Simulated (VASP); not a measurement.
# SrB2 (P6/mmm) in VASP: further runs

Runs on SrB2. Level: PBE. Tasks: single point, relaxation of cell and atoms.

Everything below comes from runs of VASP 6.6.1. Logs are shortened: lines on timing, memory, paths and dates and some standing lists are left out, and cuts for length are marked.

### Step 1. The cell of the first run

The structure is hexagonal, space group P6/mmm (No. 191). The conventional cell has a = 3.305 Å, b = 3.305 Å, c = 4.417 Å, α = 90.00°, β = 90.00°, γ = 120.00°. Within 3.8 Å of Sr (site symmetry 6/mmm) lie 12 B at 2.92 Å and 6 Sr at 3.31 Å. Within 2.5 Å of B (site symmetry -6m2) lie 3 B at 1.91 Å.

The cell was generated, and may not be a known phase.

### Step 2. Single point, PBE

File INCAR:

```
PREC = Accurate
ENCUT = 520
EDIFF = 1E-6
ISMEAR = 0
SIGMA = 0.1
LREAL = False
LASPH = True
NELM = 100
ALGO = Normal
ISIF = 2
LWAVE = False
LCHARG = True
GGA = PE
LELF = True
LVHAR = True
NBANDS = 15
```

File KPOINTS:

```
Automatic mesh
0
Gamma
  18 18 10
```

File POSCAR:

```
SrB2
1.0
    3.3054580691      0.0000000000      0.0000000000
   -1.6527290345      2.8626106590      0.0000000000
    0.0000000000      0.0000000000      4.4167306786
Sr B
1 2
Direct
    0.0000000000      0.0000000000      0.0000000000
    0.3333333333      0.6666666667      0.5000000000
    0.6666666667      0.3333333333      0.5000000000
```

Potentials or basis: VASP PAW PBE potentials, release 64 (Sr_sv, B).

Run with:

```
> cat potpaw_PBE.64/Sr_sv/POTCAR potpaw_PBE.64/B/POTCAR > POTCAR
> mpirun -np 1 vasp_std > vasp.out
```

OUTCAR:

```text
PREC = Accurate
   ENCUT = 520
   EDIFF = 1E-6
   ISMEAR = 0
   LREAL = False
   LASPH = True
   NELM = 100
   ISIF = 2
   GGA = PE

 ion  position               nearest neighbor table
   1  0.000  0.000  0.000-   2 2.92   3 2.92   2 2.92   3 2.92   2 2.92   2 2.92   3 2.92   3 2.92
                             3 2.92   3 2.92   2 2.92   2 2.92
   2  0.333  0.667  0.500-   3 1.91   3 1.91   3 1.91   1 2.92   1 2.92   1 2.92   1 2.92   1 2.92
                             1 2.92
   3  0.667  0.333  0.500-   2 1.91   2 1.91   2 1.91   1 2.92   1 2.92   1 2.92   1 2.92   1 2.92
                             1 2.92

  LATTYP: Found a hexagonal cell.
 ALAT       =     3.3054580691
 C/A-ratio  =     1.3361932253

  Lattice vectors:

 A1 = (   3.3054580691,   0.0000000000,   0.0000000000)
 A2 = (  -1.6527290345,   2.8626106590,   0.0000000000)
 A3 = (   0.0000000000,   0.0000000000,   4.4167306786)

Analysis of symmetry for initial positions (statically):
=====================================================================
 Subroutine PRICEL returns:
 Original cell was already a primitive cell.

 Routine SETGRP: Setting up the symmetry group for a
 hexagonal supercell.

 Subroutine GETGRP returns: Found 24 space group operations
 (whereof 24 operations were pure point group operations)
 out of a pool of 24 trial point group operations.

The static configuration has the point symmetry D_6h.

Analysis of symmetry for dynamics (positions and initial velocities):
=====================================================================
 Subroutine PRICEL returns:
 Original cell was already a primitive cell.

 Routine SETGRP: Setting up the symmetry group for a
 hexagonal supercell.

 Subroutine GETGRP returns: Found 24 space group operations
 (whereof 24 operations were pure point group operations)
 out of a pool of 24 trial point group operations.

The dynamic configuration has the point symmetry D_6h.

 Subroutine INISYM returns: Found 24 space group operations
 (whereof 24 operations are pure point group operations),
 and found     1 'primitive' translations

----------------------------------------------------------------------------------------

                                     Primitive cell

  volume of cell :      41.7922

  direct lattice vectors                    reciprocal lattice vectors
     3.305458069  0.000000000  0.000000000     0.302529931  0.174665737  0.000000000
    -1.652729035  2.862610659  0.000000000     0.000000000  0.349331474  0.000000000
     0.000000000  0.000000000  4.416730679     0.000000000  0.000000000  0.226411813

  length of vectors
     3.305458069  3.305458069  4.416730679     0.349331474  0.349331474  0.226411813

  position of ions in fractional coordinates (direct lattice)
     0.000000000  0.000000000  0.000000000
     0.333333333  0.666666667  0.500000000
     0.666666667  0.333333333  0.500000000

  ion indices of the primitive-cell ions
   primitive index   ion index
                 1           1
                 2           2
                 3           3

----------------------------------------------------------------------------------------

 KPOINTS: Automatic mesh

Automatic generation of k-mesh.
 Grid dimensions read from file:
 generate k-points for:   18   18   10

 Generating k-lattice:

  Cartesian coordinates                     Fractional coordinates (reciprocal lattice)
     0.016807218  0.009703652  0.000000000     0.055555556 -0.000000000  0.000000000
     0.000000000  0.019407304  0.000000000     0.000000000  0.055555556  0.000000000
     0.000000000  0.000000000  0.022641181     0.000000000  0.000000000  0.100000000

  Length of vectors
     0.019407304  0.019407304  0.022641181

  Shift w.r.t. Gamma in fractional coordinates (k-lattice)
     0.000000000  0.000000000  0.000000000

 Subroutine IBZKPT returns following result:
 ===========================================

 Found    222 irreducible k-points:

 Following reciprocal coordinates:
            Coordinates               Weight
  0.000000  0.000000  0.000000      1.000000
  0.055556  0.000000  0.000000      6.000000
  0.111111  0.000000  0.000000      6.000000
  0.166667  0.000000  0.000000      6.000000
  0.222222  0.000000  0.000000      6.000000
  0.277778 -0.000000  0.000000      6.000000
[... 16 lines left out ...]
  0.333333  0.111111  0.000000     12.000000
  0.388889  0.111111  0.000000     12.000000
 [... further k-points ...]
   k-points           NKPTS =    222   k-points in BZ     NKDIM =    222   number of bands    NBANDS=     15
   number of dos      NEDOS =    301   number of ions     NIONS =      3
   total plane-waves  NPLWV =  28224
   dimension x,y,z NGX =    28 NGY =   28 NGZ =   36
   dimension x,y,z NGXF=    56 NGYF=   56 NGZF=   72
   ions per type =               1   2
   NGX,Y,Z   is equivalent  to a cutoff of  14.08, 14.08, 13.55 a.u.
   NGXF,Y,Z  is equivalent  to a cutoff of  28.16, 28.16, 27.10 a.u.
 SYSTEM =  unknown system
   PREC   = accura    normal or accurate (medium, high low for compatibility)
   ISTART =      0    job   : 0-new  1-cont  2-samecut
   ICHARG =      2    charge: 1-file 2-atom 10-const
   ISPIN  =      1    spin polarized calculation?
   LNONCOLLINEAR =      F non collinear calculations
   LSORBIT =      F    spin-orbit coupling
   LASPH  =      T    aspherical Exc in radial PAW
   ENCUT  =  520.0 eV  38.22 Ry    6.18 a.u.   6.15  6.15  8.21*2*pi/ulx,y,z
   NELM   =    100;   NELMIN=  2; NELMDL= -5     # of ELM steps
   EDIFF  = 0.1E-05   stopping-criterion for ELM
   LREAL  =      F    real-space projection
   EDIFFG = 0.1E-04   stopping-criterion for IOM
   NSW    =      0    number of steps for IOM
   IBRION =     -1    ionic relax: 0-MD 1-quasi-New 2-CG
   NFREE  =      0    steps in history (QN), initial steepest desc. (CG)
   ISIF   =      2    stress and relaxation
   ISYM   =      2    0-nonsym 1-usesym 2-fastsym
   POTIM  = 0.5000    time-step for ionic-motion
   TEBEG  =    0.0;   TEEND  =   0.0 temperature during run
   PSTRESS=    0.0 pullay stress
   NELECT =      16.0000    total number of electrons
   NUPDOWN=      -1.0000    fix difference up-down
   EMIN   =  10.00;   EMAX   =-10.00  energy-range for DOS
   EFERMI =   0.00;   METHOD = LEGACY
   ISMEAR =     0;   SIGMA  =   0.10  broadening in eV -4-tet -1-fermi 0-gaus
   EFERMI_NEDOS =   21; number of points for ismear=-14 and -15
   IALGO  =     38    algorithm
   IMIX   =      4    mixing-type and parameters
     AMIX     =   0.40;   BMIX     =  1.00
     AMIX_MAG =   1.60;   BMIX_MAG =  1.00
  volume/ion in A,a.u.               =      13.93        94.01
  Fermi-wavevector in a.u.,A,eV,Ry     =   1.188730  2.246374 19.226106  1.413079
  Thomas-Fermi vector in A             =   2.324853
   LORBIT       =      0    0 simple, 1 ext, 2 COOP (PROOUT), +10 PAW based schemes
   GGA     = PE    functional components
   LHFCALC =     F    Hartree Fock is set to
   AEXX    =    0.0000 exact exchange contribution
   IVDW    =     0    specifies the selected vdW correction
   LEPSILON=     F    determine dielectric tensor
   LRPA    =     F    only Hartree local field effects (RPA)
 non-spin polarized calculation
 Gauss-broadening in eV      SIGMA  =   0.10
  energy-cutoff  :      520.00
  volume of cell :       41.79
 maximum number of plane-waves:      1146
 NGX is ok and might be reduce to    28
   NGX = 13   NGY = 13   NGZ = 17

 number of electron      16.0000000 magnetization

 Free energy of the ion-electron system (eV)
  ---------------------------------------------------
  ext. energy  EPLUGINS =         0.00000000
  ---------------------------------------------------
  free energy    TOTEN  =       -14.49616763 eV

  energy without entropy =      -14.48841673  energy(sigma->0) =      -14.49229218

 E-fermi :   4.3679     XC(G=0): -10.6312

 val. band max:        4.3626350291   @ k =   0.3889   0.1111   0.4000
 cond. band min:       4.3827287382   @ k =   0.3889   0.0000   0.3000
 fundamental gap:      0.0200937091
 Fermi energy:         4.3678542741

 k-point     1 :       0.0000    0.0000    0.0000
  band No.  band energies     occupation
      1     -30.4498      2.00000
      2     -12.4660      2.00000
      3     -11.8841      2.00000
      4     -11.8841      2.00000
      5      -5.6617      2.00000
      6       2.8849      2.00000
      7       4.2147      1.96971
      8       4.6781      0.00001
      9       4.6781      0.00001
     10       9.6276      0.00000
     11       9.6276      0.00000
     12      10.2850      0.00000
     13      11.1142      0.00000
     14      11.1142      0.00000
     15      12.1746      0.00000

 k-point     2 :       0.0556    0.0000    0.0000
  band No.  band energies     occupation
      1     -30.4429      2.00000
      2     -12.4551      2.00000
      3     -11.9424      2.00000
      4     -11.8955      2.00000
      5      -5.6040      2.00000
      6       2.8676      2.00000
      7       4.3195      1.50555
      8       4.4433      0.28623
      9       4.6296      0.00021
     10       9.3340      0.00000
     11       9.6187      0.00000
     12      10.6189      0.00000
     13      11.1165      0.00000
     14      11.3596      0.00000
     15      11.7008      0.00000
[... 365 lines left out ...]
      3     -12.3280      2.00000
      4     -12.1191      2.00000
      5      -3.1807      2.00000
      6      -0.3093      2.00000
      7       2.5700      2.00000
      8       2.6389      2.00000
      9       5.6275      0.00000
     10       6.7055      0.00000
     11       9.3372      0.00000
     12      10.9615      0.00000
     13      11.2399      0.00000
     14      13.6566      0.00000
     15      14.0880      0.00000

 k-point    24 :       0.3889    0.1111    0.0000
  band No.  band energies     occupation
      1     -30.2134      2.00000
      2     -13.4258      2.00000
      3     -12.3681      2.00000
      4     -12.0866      2.00000
      5      -2.5669      2.00000
      6      -1.0708      2.00000
      7       2.5044      2.00000
      8       2.5735      2.00000
      9       5.4745      0.00000
     10       6.3653      0.00000
     11      10.1518      0.00000
     12      10.8802      0.00000
     13      11.1604      0.00000
     14      14.0799      0.00000
     15      14.5004      0.00000

 [... further k-points ...]

------------------------ aborting loop because EDIFF is reached ----------------------------------------

  FORCE on cell =-STRESS in cart. coord.  units (eV):
  Direction    XX          YY          ZZ          XY          YZ          ZX
  --------------------------------------------------------------------------------------
  -------------------------------------------------------------------------------------
  Total        0.0781930      0.0781930      0.1223359      0.0000000      0.0000000      0.0000000
  in kB        2.9976668      2.9976668      4.6899671      0.0000000      0.0000000      0.0000000
  external PRESSURE =       3.5617669 kB  Pullay stress =       0.0000000 kB

 VOLUME and BASIS-vectors are now :
 -----------------------------------------------------------------------------
  energy-cutoff  :      520.00
  volume of cell :       41.79
      direct lattice vectors                 reciprocal lattice vectors
     3.305458069  0.000000000  0.000000000     0.302529931  0.174665737  0.000000000
    -1.652729035  2.862610659  0.000000000     0.000000000  0.349331474  0.000000000
     0.000000000  0.000000000  4.416730679     0.000000000  0.000000000  0.226411813

 POSITION                                       TOTAL-FORCE (eV/Angst)
 -----------------------------------------------------------------------------------
      0.00000      0.00000      0.00000         0.000000      0.000000     -0.000000
     -0.00000      1.90841      2.20837        -0.000000     -0.000000      0.000000
      1.65273      0.95420      2.20837         0.000000      0.000000     -0.000000
 -----------------------------------------------------------------------------------
    total drift:                               -0.000000      0.000000      0.000000

  FREE ENERGIE OF THE ION-ELECTRON SYSTEM (eV)
  ---------------------------------------------------
  free  energy   TOTEN  =       -14.4961676290 eV

  energy  without entropy=      -14.4884167284  energy(sigma->0) =      -14.49229218
```

It took 2.1 min on 1 thread of Intel Xeon Platinum 8488C (Sapphire Rapids), shared host; peak memory 0.28 GiB.

What came out:

```yaml
Free_energy: -14.4962 eV
Pressure: 0.4 GPa
Band_gap_on_the_k_mesh: zero (bands 8 and 9 overlap by 1.41 eV)
```

Levels at points of the mesh, in eV from the Fermi level:
```csv
k point,band 5,band 6,band 7,band 8,band 9,band 10,band 11,band 12
"(0.00, 0.00, 0.00)",-10.03,-1.48,-0.15,0.31,0.31,5.26,5.26,5.92
"(0.50, 0.00, 0.00)",-6.54,-6.14,-1.95,-1.09,0.33,2.72,5.77,5.78
"(0.00, 0.00, 0.50)",-8.71,-4.25,0.77,0.77,2.35,4.03,4.03,4.65
"(0.50, 0.00, 0.50)",-7.38,-5.16,-1.64,-1.22,0.07,4.89,5.00,5.87
```

### Step 3. Relaxation of cell and atoms, PBE

File INCAR:

```
PREC = Accurate
ENCUT = 600
EDIFF = 1E-7
ISMEAR = 0
SIGMA = 0.1
LREAL = F
LASPH = T
NELM = 100
ALGO = Normal
ISIF = 3
LWAVE = F
LCHARG = F
GGA = PE
IBRION = 2
NSW = 100
EDIFFG = -0.01
```

File KPOINTS:

```
regular mesh
0
Gamma
  18 18 10
```

File POSCAR:

```
SrB2
1.0
    3.3065184110      0.0000000000      0.0000000000
   -1.6532592055      2.8635289420      0.0000000000
    0.0000000000      0.0000000000      4.4064929250
Sr B
1 2
Direct
    0.0000000000      0.0000000000      0.0000000000
    0.3333333333      0.6666666667      0.5000000000
    0.6666666667      0.3333333333      0.5000000000
```

Potentials or basis: VASP PAW PBE potentials, release 64 (Sr_sv, B).

Run with:

```
> cat potpaw_PBE.64/Sr_sv/POTCAR potpaw_PBE.64/B/POTCAR > POTCAR
> mpirun -np 1 vasp_std > vasp.out
```

OUTCAR:

```text
PREC = Accurate
   ENCUT = 600
   EDIFF = 1E-7
   ISMEAR = 0
   LREAL = F
   LASPH = T
   NELM = 100
   ISIF = 3
   GGA = PE
   IBRION = 2
   NSW = 100
   EDIFFG = -0.01

 ion  position               nearest neighbor table
   1  0.000  0.000  0.000-   2 2.92   3 2.92   2 2.92   3 2.92   2 2.92   2 2.92   3 2.92   3 2.92
                             3 2.92   3 2.92   2 2.92   2 2.92
   2  0.333  0.667  0.500-   3 1.91   3 1.91   3 1.91   1 2.92   1 2.92   1 2.92   1 2.92   1 2.92
                             1 2.92
   3  0.667  0.333  0.500-   2 1.91   2 1.91   2 1.91   1 2.92   1 2.92   1 2.92   1 2.92   1 2.92
                             1 2.92

  LATTYP: Found a hexagonal cell.
 ALAT       =     3.3065184110
 C/A-ratio  =     1.3326684982

  Lattice vectors:

 A1 = (   3.3065184110,   0.0000000000,   0.0000000000)
 A2 = (  -1.6532592055,   2.8635289420,   0.0000000000)
 A3 = (   0.0000000000,   0.0000000000,   4.4064929250)

Analysis of symmetry for initial positions (statically):
=====================================================================
 Subroutine PRICEL returns:
 Original cell was already a primitive cell.

 Routine SETGRP: Setting up the symmetry group for a
 hexagonal supercell.

[... 242 lines left out ...]
--------------------------------------- Ionic step        3  -------------------------------------------

 number of electron      16.0000000 magnetization

 Free energy of the ion-electron system (eV)
  ---------------------------------------------------
  ext. energy  EPLUGINS =         0.00000000
  ---------------------------------------------------
  free energy    TOTEN  =       -14.49780193 eV

  energy without entropy =      -14.49003438  energy(sigma->0) =      -14.49391816

 E-fermi :   4.3407     XC(G=0): -10.6139

 val. band max:        4.3333299690   @ k =   0.3889   0.1111   0.4000
 cond. band min:       4.3564522174   @ k =   0.0556   0.0556   0.5000
 fundamental gap:      0.0231222484
 Fermi energy:         4.3407459334

 k-point     1 :       0.0000    0.0000    0.0000
  band No.  band energies     occupation
      1     -30.4788      2.00000
      2     -12.4926      2.00000
      3     -11.9217      2.00000
      4     -11.9217      2.00000
      5      -5.6700      2.00000
      6       2.8578      2.00000
      7       4.1877      1.96953
      8       4.6505      0.00001
      9       4.6505      0.00001
     10       9.5915      0.00000
     11       9.5915      0.00000
     12      10.2191      0.00000
[... 331 lines left out ...]
 k-point    24 :       0.3889    0.1111    0.0000
  band No.  band energies     occupation
      1     -30.2462      2.00000
      2     -13.4454      2.00000
      3     -12.3999      2.00000
      4     -12.1186      2.00000
      5      -2.5852      2.00000
      6      -1.0895      2.00000
      7       2.4826      2.00000
      8       2.5596      2.00000
      9       5.4525      0.00000
     10       6.3364      0.00000
     11      10.1018      0.00000
     12      10.8228      0.00000

 [... further k-points ...]

------------------------ aborting loop because EDIFF is reached ----------------------------------------

  FORCE on cell =-STRESS in cart. coord.  units (eV):
  Direction    XX          YY          ZZ          XY          YZ          ZX
  --------------------------------------------------------------------------------------
  -------------------------------------------------------------------------------------
  Total       -0.0289020     -0.0289020      0.0210962      0.0000000     -0.0000000      0.0000000
  in kB       -1.1035250     -1.1035250      0.8054861      0.0000000     -0.0000000      0.0000000
  external PRESSURE =      -0.4671880 kB  Pullay stress =       0.0000000 kB
[... 18 lines left out ...]
  FREE ENERGIE OF THE ION-ELECTRON SYSTEM (eV)
  ---------------------------------------------------
  free  energy   TOTEN  =       -14.4978019291 eV

  energy  without entropy=      -14.4900343842  energy(sigma->0) =      -14.49391816

 reached required accuracy - stopping structural energy minimisation
```

It took 3.5 min on 1 thread of Intel Xeon Platinum 8488C (Sapphire Rapids), shared host; peak memory 0.3 GiB.

Results:

| Property | Result |
| --- | --- |
| Free energy | -14.4978 eV |
| Relaxed volume | 13.99 Å³/atom |
| Relaxed cell | a = 3.310 Å, b = 3.310 Å, c = 4.422 Å, α = 90.00°, β = 90.00°, γ = 120.00° |
| Space group after relaxing (to 0.1 Å) | P6/mmm (No. 191) |
| Energy gained by relaxing | 0.2 meV/atom |
| Ionic steps | 3 |
| Pressure after relaxing | 0.0 GPa |
| Band gap on the k mesh | zero (bands 8 and 9 overlap by 1.40 eV) |

Stress tensor (GPa, compression positive):
```
-0.11  0.00  0.00
 0.00 -0.11  0.00
 0.00  0.00  0.08
```

The path:
```
step  energy change (eV)  largest force (eV/Å)  pressure (GPa)  volume (Å³)
   1              0.0000                0.0000            0.55        41.72
   2             -0.0005                0.0000           -0.16        42.01
   3             -0.0005                0.0000           -0.05        41.96
```

Final structure:
```
Sr B
1.0
     3.31034    0.00000    0.00000
    -1.65517    2.86684    0.00000
     0.00000    0.00000    4.42160
Sr B
1 2
Direct
  0.00000 0.00000 0.00000
  0.33333 0.66667 0.50000
  0.66667 0.33333 0.50000
```

The gap in the log of VASP goes by the Fermi energy; the results here count the filled bands.